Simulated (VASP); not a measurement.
Al:

```
Al
1.0
     2.82708    0.00000    0.00000
    -1.41354    2.44832    0.00000
     0.00000    0.00000    9.18599
Al
4
Cartesian
  0.0000 0.0000 0.0000
  0.0000 1.6322 2.2965
  0.0000 0.0000 4.5930
  1.4135 0.8161 6.8895
```

- Program: VASP 6.6.1
- Task: relaxation of cell and atoms
- Functional: PBEsol
- Potentials or basis: VASP PAW PBE potentials, release 64 (Al)
- Cutoff: 600 eV
- k mesh: 18 × 18 × 6
- Occupations: gaussian, width 0.1 eV
- Spin: no spin polarisation

At the start: pressure 1.9 GPa; volume 15.90 Å³/atom.

Problem. How do energy, volume and symmetry change on relaxing?

Solution. Over 5 steps the energy falls by 2.4 meV/atom and the volume is 16.25 Å³/atom (+2.3 %); space group P6_3/mmc (No. 194, to 0.05 Å).

The path:
```
step  energy change (eV)  largest force (eV/Å)  pressure (GPa)  volume (Å³)
   1              0.0000                0.0000            1.88        63.58
   2             -0.0086                0.0000           -0.40        65.31
   3             -0.0089                0.0000           -0.07        65.05
   4             -0.0095                0.0000           -0.05        65.04
   5             -0.0097                0.0000           -0.02        65.02
```

Final structure:
```yaml
crystal:
  lattice:
    - [2.83755, 0.00000, 0.00000]
    - [-1.41877, 2.45739, 0.00000]
    - [0.00000, 0.00000, 9.32428]
  atoms:
    - { symbol: Al, position: [0.00000, 0.00000, 0.00000] }
    - { symbol: Al, position: [0.33333, 0.66667, 0.25000] }
    - { symbol: Al, position: [0.00000, 0.00000, 0.50000] }
    - { symbol: Al, position: [0.66667, 0.33333, 0.75000] }
```

Caveat: the PAW data sets were made with another functional, which shifts forces and pressure a little.
